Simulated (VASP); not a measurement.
# Ge2Te8Pb5 (a cell with a defect) in VASP: single point with PBEsol

Aim: the single point of Ge2Te8Pb5 (a cell with a defect) with PBEsol.

Everything below comes from runs of VASP 6.6.1. Logs are shortened: lines on timing, memory, paths and dates and some standing lists are left out, and cuts for length are marked.

## (1) The cell of the first run

The cell holds a defect, 15 atoms: a = 6.333 Å, b = 6.333 Å, c = 12.645 Å, α = 90.00°, β = 90.00°, γ = 90.00°.

## (2) Single point, PBEsol (atoms taken out, then relaxed in part)

The input, INCAR:

```
SYSTEM = Ge2Te8Pb5
PREC = Accurate
ENCUT = 520
EDIFF = 1E-7
ISMEAR = 0
SIGMA = 0.05
LREAL = Auto
LASPH = .TRUE.
NELM = 100
ALGO = Normal
ISIF = 2
LWAVE = .FALSE.
LCHARG = .FALSE.
GGA = PS
NBANDS = 86
```

The input, KPOINTS:

```
Automatic mesh
0
G
  4 4 2
  0 0 0
```

The input, POSCAR:

```
Ge2Te8Pb5
1.0
    4.4778905743      4.4778905743      0.0000000000
    4.4778905743     -4.4778905743      0.0000000000
    0.0000000000      0.0000000000    -12.6446296005
Ge Te Pb
2 8 5
Direct
    0.0000000000      0.0000000000      0.0101899342
    0.5000000000      0.5000000000      0.0101899342
    0.5000000000      0.5000000000      0.7465661670
    0.0000000000      0.0000000000      0.7465661670
    0.5000000000      0.0000000000      0.0297481147
    0.0000000000      0.5000000000     -0.0115179550
    0.0000000000      0.0000000000      0.2222445735
    0.5000000000      0.5000000000      0.2222445735
    0.5000000000      0.0000000000      0.5324850553
    0.0000000000      0.5000000000      0.4840222620
    0.0000000000      0.5000000000      0.2344770389
    0.0000000000      1.0000000000      0.5004352958
    0.5000000000      0.5000000000      0.5004352958
    0.5000000000      0.0000000000      0.7805413175
    0.0000000000      0.5000000000      0.7441902135
```

Potentials or basis: VASP PAW PBE potentials, release 64 (Ge_d, Te, Pb_d).

Launch:

```sh
$ cat potpaw_PBE.64/Ge_d/POTCAR potpaw_PBE.64/Te/POTCAR potpaw_PBE.64/Pb_d/POTCAR > POTCAR
$ mpirun -np 1 vasp_std > vasp.out
```

OUTCAR:

```text
SYSTEM = Ge2Te8Pb5
   PREC = Accurate
   ENCUT = 520
   EDIFF = 1E-7
   ISMEAR = 0
   LREAL = Auto
   LASPH = .TRUE.
   NELM = 100
   ISIF = 2
   GGA = PS

 ion  position               nearest neighbor table
   1  0.000  0.000  0.010-   7 2.68   5 3.18   5 3.18   6 3.18   6 3.18
   2  0.500  0.500  0.010-   8 2.68   5 3.18   5 3.18   6 3.18   6 3.18
   3  0.500  0.500  0.747-  13 3.11  15 3.17  15 3.17  14 3.20  14 3.20
   4  0.000  0.000  0.747-  12 3.11  15 3.17  15 3.17  14 3.20  14 3.20
   5  0.500  0.000  0.030-  14 3.15   2 3.18   1 3.18   2 3.18   1 3.18
   6  0.000  0.500  0.988-  15 3.09  11 3.11   1 3.18   2 3.18   1 3.18   2 3.18
   7  0.000  0.000  0.222-   1 2.68  11 3.17  11 3.17  12 3.52
   8  0.500  0.500  0.222-   2 2.68  11 3.17  11 3.17  13 3.52
   9  0.500  0.000  0.532-  14 3.14  13 3.19  12 3.19  13 3.19  12 3.19
  10  0.000  0.500  0.484-  11 3.16  12 3.17  13 3.17  12 3.17  13 3.17  15 3.29
  11  0.000  0.500  0.234-   6 3.11  10 3.16   8 3.17   7 3.17   7 3.17   8 3.17
  12  0.000  0.000  0.500-   4 3.11  10 3.17  10 3.17   9 3.19   9 3.19   7 3.52
  13  0.500  0.500  0.500-   3 3.11  10 3.17  10 3.17   9 3.19   9 3.19   8 3.52
  14  0.500  0.000  0.781-   9 3.14   5 3.15   3 3.20   4 3.20   3 3.20   4 3.20
  15  0.000  0.500  0.744-   6 3.09   4 3.17   3 3.17   4 3.17   3 3.17  10 3.29

  LATTYP: Found a simple tetragonal cell.
 ALAT       =     6.3326935810
 C/A-ratio  =     1.9967221592

  Lattice vectors:

 A1 = (   4.4778905743,   4.4778905743,   0.0000000000)
 A2 = (   4.4778905743,  -4.4778905743,   0.0000000000)
 A3 = (   0.0000000000,   0.0000000000, -12.6446296005)

Analysis of symmetry for initial positions (statically):
=====================================================================
 Subroutine PRICEL returns:
 Original cell was already a primitive cell.

 Routine SETGRP: Setting up the symmetry group for a
 simple tetragonal supercell.

 Subroutine GETGRP returns: Found  8 space group operations
 (whereof  4 operations were pure point group operations)
 out of a pool of 16 trial point group operations.

The static configuration has the point symmetry C_2v.
 The point group associated with its full space group is C_4v.

Analysis of symmetry for dynamics (positions and initial velocities):
=====================================================================
 Subroutine PRICEL returns:
 Original cell was already a primitive cell.

 Routine SETGRP: Setting up the symmetry group for a
 simple tetragonal supercell.

 Subroutine GETGRP returns: Found  8 space group operations
 (whereof  4 operations were pure point group operations)
 out of a pool of 16 trial point group operations.

The dynamic configuration has the point symmetry C_2v.
 The point group associated with its full space group is C_4v.

 Subroutine INISYM returns: Found  8 space group operations
 (whereof  4 operations are pure point group operations),
 and found     1 'primitive' translations

----------------------------------------------------------------------------------------

                                     Primitive cell

  volume of cell :     507.0877

  direct lattice vectors                    reciprocal lattice vectors
     4.477890574  4.477890574  0.000000000     0.111659718  0.111659718  0.000000000
     4.477890574 -4.477890574  0.000000000     0.111659718 -0.111659718  0.000000000
     0.000000000  0.000000000-12.644629601     0.000000000  0.000000000 -0.079084958

  length of vectors
     6.332693581  6.332693581 12.644629601     0.157910688  0.157910688  0.079084958

  position of ions in fractional coordinates (direct lattice)
     0.000000000  0.000000000  0.010189934
     0.500000000  0.500000000  0.010189934
     0.500000000  0.500000000  0.746566167
     0.000000000  0.000000000  0.746566167
     0.500000000  0.000000000  0.029748115
     0.000000000  0.500000000  0.988482045
     0.000000000  0.000000000  0.222244573
     0.500000000  0.500000000  0.222244573
     0.500000000  0.000000000  0.532485055
     0.000000000  0.500000000  0.484022262
     0.000000000  0.500000000  0.234477039
     0.000000000  0.000000000  0.500435296
     0.500000000  0.500000000  0.500435296
     0.500000000  0.000000000  0.780541318
     0.000000000  0.500000000  0.744190213

  ion indices of the primitive-cell ions
   primitive index   ion index
                 1           1
                 2           2
                 3           3
                 4           4
                 5           5
                 6           6
                 7           7
                 8           8
                 9           9
                10          10
                11          11
                12          12
                13          13
                14          14
                15          15

----------------------------------------------------------------------------------------

 KPOINTS: Automatic mesh

Automatic generation of k-mesh.
 Grid dimensions read from file:
 generate k-points for:    4    4    2

 Generating k-lattice:

  Cartesian coordinates                     Fractional coordinates (reciprocal lattice)
     0.027914930  0.027914930  0.000000000     0.250000000  0.000000000  0.000000000
     0.027914930 -0.027914930  0.000000000     0.000000000  0.250000000  0.000000000
     0.000000000  0.000000000 -0.039542479     0.000000000  0.000000000  0.500000000

  Length of vectors
     0.039477672  0.039477672  0.039542479

  Shift w.r.t. Gamma in fractional coordinates (k-lattice)
     0.000000000  0.000000000  0.000000000

 Subroutine IBZKPT returns following result:
 ===========================================

 Found     12 irreducible k-points:

 Following reciprocal coordinates:
            Coordinates               Weight
  0.000000  0.000000  0.000000      1.000000
  0.250000  0.000000  0.000000      4.000000
  0.500000  0.000000  0.000000      2.000000
  0.250000  0.250000  0.000000      4.000000
  0.500000  0.250000  0.000000      4.000000
  0.500000  0.500000  0.000000      1.000000
  0.000000  0.000000  0.500000      1.000000
  0.250000  0.000000  0.500000      4.000000
  0.500000  0.000000  0.500000      2.000000
  0.250000  0.250000  0.500000      4.000000
  0.500000  0.250000  0.500000      4.000000
  0.500000  0.500000  0.500000      1.000000
   k-points           NKPTS =     12   k-points in BZ     NKDIM =     12   number of bands    NBANDS=     86
   number of dos      NEDOS =    301   number of ions     NIONS =     15
   total plane-waves  NPLWV = 221184
   dimension x,y,z NGX =    48 NGY =   48 NGZ =   96
   dimension x,y,z NGXF=    96 NGYF=   96 NGZF=  192
   ions per type =               2   8   5
   NGX,Y,Z   is equivalent  to a cutoff of  12.60, 12.60, 12.62 a.u.
   NGXF,Y,Z  is equivalent  to a cutoff of  25.20, 25.20, 25.24 a.u.
 SYSTEM =  Ge2Te8Pb5
   PREC   = accura    normal or accurate (medium, high low for compatibility)
   ISTART =      0    job   : 0-new  1-cont  2-samecut
   ICHARG =      2    charge: 1-file 2-atom 10-const
   ISPIN  =      1    spin polarized calculation?
   LNONCOLLINEAR =      F non collinear calculations
   LSORBIT =      F    spin-orbit coupling
   LASPH  =      T    aspherical Exc in radial PAW
   ENCUT  =  520.0 eV  38.22 Ry    6.18 a.u.  11.77 11.77 23.51*2*pi/ulx,y,z
   NELM   =    100;   NELMIN=  2; NELMDL= -5     # of ELM steps
   EDIFF  = 0.1E-06   stopping-criterion for ELM
   LREAL  =      T    real-space projection
   EDIFFG = 0.1E-05   stopping-criterion for IOM
   NSW    =      0    number of steps for IOM
   IBRION =     -1    ionic relax: 0-MD 1-quasi-New 2-CG
   NFREE  =      0    steps in history (QN), initial steepest desc. (CG)
   ISIF   =      2    stress and relaxation
   ISYM   =      2    0-nonsym 1-usesym 2-fastsym
   POTIM  = 0.5000    time-step for ionic-motion
   TEBEG  =    0.0;   TEEND  =   0.0 temperature during run
   PSTRESS=    0.0 pullay stress
   NELECT =     146.0000    total number of electrons
   NUPDOWN=      -1.0000    fix difference up-down
   EMIN   =  10.00;   EMAX   =-10.00  energy-range for DOS
   EFERMI =   0.00;   METHOD = LEGACY
   ISMEAR =     0;   SIGMA  =   0.05  broadening in eV -4-tet -1-fermi 0-gaus
   EFERMI_NEDOS =   21; number of points for ismear=-14 and -15
   IALGO  =     38    algorithm
   IMIX   =      4    mixing-type and parameters
     AMIX     =   0.40;   BMIX     =  1.00
     AMIX_MAG =   1.60;   BMIX_MAG =  1.00
  volume/ion in A,a.u.               =      33.81       228.13
  Fermi-wavevector in a.u.,A,eV,Ry     =   1.081014  2.042821 15.899658  1.168592
  Thomas-Fermi vector in A             =   2.217020
   LORBIT       =      0    0 simple, 1 ext, 2 COOP (PROOUT), +10 PAW based schemes
   GGA     = PS    functional components
   LHFCALC =     F    Hartree Fock is set to
   AEXX    =    0.0000 exact exchange contribution
   IVDW    =     0    specifies the selected vdW correction
   LEPSILON=     F    determine dielectric tensor
   LRPA    =     F    only Hartree local field effects (RPA)
 non-spin polarized calculation
 Gauss-broadening in eV      SIGMA  =   0.05
  energy-cutoff  :      520.00
  volume of cell :      507.09
 maximum number of plane-waves:     13707
 NGX is ok and might be reduce to    48
   NGX = 23   NGY = 23   NGZ = 47

 number of electron     146.0000017 magnetization

 Free energy of the ion-electron system (eV)
  ---------------------------------------------------
  ext. energy  EPLUGINS =         0.00000000
  ---------------------------------------------------
  free energy    TOTEN  =       -59.95286950 eV

  energy without entropy =      -59.93780665  energy(sigma->0) =      -59.94533807

 E-fermi :   4.7183     XC(G=0):  -9.2553

 val. band max:        4.7172315799   @ k =   0.2500   0.2500   0.0000
 cond. band min:       4.7948744280   @ k =   0.5000   0.5000   0.0000
 fundamental gap:      0.0776428481
 Fermi energy:         4.7183215233

 k-point     1 :       0.0000    0.0000    0.0000
  band No.  band energies     occupation
      1     -19.7238      2.00000
      2     -19.7222      2.00000
      3     -19.7216      2.00000
      4     -19.7197      2.00000
      5     -19.6896      2.00000
      6     -19.6886      2.00000
[... 77 lines left out ...]
     84       8.8832      0.00000
     85       9.0962      0.00000

 k-point     2 :       0.2500    0.0000    0.0000
  band No.  band energies     occupation
      1     -19.7236      2.00000
      2     -19.7224      2.00000
      3     -19.7213      2.00000
      4     -19.7200      2.00000
      5     -19.6895      2.00000
      6     -19.6888      2.00000
[... 869 lines left out ...]
     84       7.4951      0.00000
     85       7.5165      0.00000

 k-point    12 :       0.5000    0.5000    0.5000
  band No.  band energies     occupation
      1     -19.7229      2.00000
      2     -19.7229      2.00000
      3     -19.7207      2.00000
      4     -19.7207      2.00000
      5     -19.6891      2.00000
      6     -19.6891      2.00000
[... 77 lines left out ...]
     84       6.4754      0.00000
     85       6.4818      0.00000
 [bands above 85 left out]

------------------------ aborting loop because EDIFF is reached ----------------------------------------

  FORCE on cell =-STRESS in cart. coord.  units (eV):
  Direction    XX          YY          ZZ          XY          YZ          ZX
  --------------------------------------------------------------------------------------
  -------------------------------------------------------------------------------------
  Total       -4.2614177     -4.2614177     -3.5865349      0.0000000      0.0000000      0.0000000
  in kB      -13.4642332    -13.4642332    -11.3318961      0.0000000      0.0000000      0.0000000
  external PRESSURE =     -12.7534542 kB  Pullay stress =       0.0000000 kB

 VOLUME and BASIS-vectors are now :
 -----------------------------------------------------------------------------
  energy-cutoff  :      520.00
  volume of cell :      507.09
      direct lattice vectors                 reciprocal lattice vectors
     4.477890574  4.477890574  0.000000000     0.111659718  0.111659718  0.000000000
     4.477890574 -4.477890574  0.000000000     0.111659718 -0.111659718  0.000000000
     0.000000000  0.000000000-12.644629601     0.000000000  0.000000000 -0.079084958

 POSITION                                       TOTAL-FORCE (eV/Angst)
 -----------------------------------------------------------------------------------
      0.00000      0.00000     -0.12885        -0.000000      0.000000     -0.000239
      4.47789      0.00000     -0.12885        -0.000000      0.000000     -0.000239
      4.47789      0.00000     -9.44005        -0.000000     -0.000000     -0.002293
      0.00000      0.00000     -9.44005        -0.000000      0.000000     -0.002293
      2.23895      2.23895     -0.37615        -0.000000      0.000000     -0.000565
      2.23895     -2.23895    -12.49899        -0.000000      0.000000     -0.002710
      0.00000      0.00000     -2.81020        -0.000000      0.000000     -0.002159
      4.47789      0.00000     -2.81020        -0.000000      0.000000     -0.002159
      2.23895      2.23895     -6.73308        -0.000000      0.000000     -0.000906
      2.23895     -2.23895     -6.12028        -0.000000      0.000000     -0.016258
      2.23895     -2.23895     -2.96488        -0.000000      0.000000     -0.019372
      0.00000      0.00000     -6.32782         0.000000     -0.000000      0.024046
      4.47789      0.00000     -6.32782         0.000000      0.000000      0.024046
      2.23895      2.23895     -9.86966        -0.000000      0.000000     -0.005905
      2.23895     -2.23895     -9.41001        -0.000000     -0.000000      0.007005
 -----------------------------------------------------------------------------------
    total drift:                                0.000000     -0.000000      0.008487

  FREE ENERGIE OF THE ION-ELECTRON SYSTEM (eV)
  ---------------------------------------------------
  free  energy   TOTEN  =       -59.9528695040 eV

  energy  without entropy=      -59.9378066452  energy(sigma->0) =      -59.94533807
```

Run time: 7.6 min. Hardware: 1 thread of Intel Xeon Platinum 8488C (Sapphire Rapids), shared host; peak memory 0.68 GiB.

Results:

* Free energy: -59.9529 eV
* Pressure: -1.3 GPa
* Largest force: 0.024 eV/Å
* Band gap on the k mesh: zero (bands 73 and 74 overlap by 0.22 eV)

Forces on the atoms (eV/Å):
```
Ge   0.000  0.000  0.000
Ge   0.000  0.000  0.000
Te   0.000  0.000 -0.002
Te   0.000  0.000 -0.002
Te   0.000  0.000 -0.001
Te   0.000  0.000 -0.003
Te   0.000  0.000 -0.002
Te   0.000  0.000 -0.002
Te   0.000  0.000 -0.001
Te   0.000  0.000 -0.016
Pb   0.000  0.000 -0.019
Pb   0.000  0.000  0.024
Pb   0.000  0.000  0.024
Pb   0.000  0.000 -0.006
Pb   0.000  0.000  0.007
```

Stress tensor (GPa, compression positive):
```
-1.35  0.00  0.00
 0.00 -1.35  0.00
 0.00  0.00 -1.13
```

Levels at points of the mesh, in eV from the Fermi level:
| k point | band 71 | band 72 | band 73 | band 74 | band 75 | band 76 |
| --- | --- | --- | --- | --- | --- | --- |
| (0.00, 0.00, 0.00) | -0.31 | -0.16 | -0.16 | -0.07 | 1.93 | 2.18 |
| (0.50, 0.00, 0.00) | -0.24 | -0.08 | -0.03 | 0.13 | 1.35 | 1.43 |
| (0.50, 0.50, 0.00) | -0.11 | 0.08 | 0.08 | 0.12 | 1.04 | 1.05 |
| (0.00, 0.00, 0.50) | -0.57 | -0.19 | -0.19 | 0.16 | 2.20 | 2.83 |
| (0.50, 0.00, 0.50) | -0.35 | -0.20 | -0.08 | -0.05 | 1.36 | 1.55 |
| (0.50, 0.50, 0.50) | -0.21 | -0.21 | -0.17 | -0.15 | 1.16 | 1.26 |

Caveat: the cell differs from its parent crystal (atoms taken out, then relaxed in part); the PAW data sets were made with another functional, which shifts forces and pressure a little; spin-orbit coupling is left out, which moves the levels of the heavy elements.

The gap in the log of VASP goes by the Fermi energy; the results here count the filled bands.